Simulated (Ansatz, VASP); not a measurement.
One calculation of LiF, two programs

```
CELL_PARAMETERS angstrom
0.00000 1.98678 1.98678
1.98678 0.00000 1.98678
1.98678 1.98678 0.00000
ATOMIC_POSITIONS crystal
F 0.50000 0.50000 0.50000
Li 0.00000 0.00000 0.00000
```

Change from the starting cell: volume scaled by 0.96.

Alike in both runs: task single point; functional PBE; k mesh 11 × 11 × 11; occupations fermi-dirac, width 0.05 eV; no spin polarisation.

|  | VASP | Ansatz |
| --- | --- | --- |
| version | VASP 6.6.1 | Ansatz 0.2.0 |
| potentials or method | VASP PAW PBE potentials, release 64 (F, Li_sv), cutoff 520 eV | all-electron LAPW, scalar-relativistic |

|  | VASP | Ansatz | Ansatz less VASP |
| --- | --- | --- | --- |
| gap on the k mesh at the Fermi level (eV) | 9.46 | 9.44 | -0.025 |
| least direct gap on the mesh (eV) | 9.46 | 9.44 | -0.025 |

Ansatz ran all-electron here, and VASP with PAW potentials.

Noted on VASP's run: the cutoff is short for stress, so the pressure is rough.
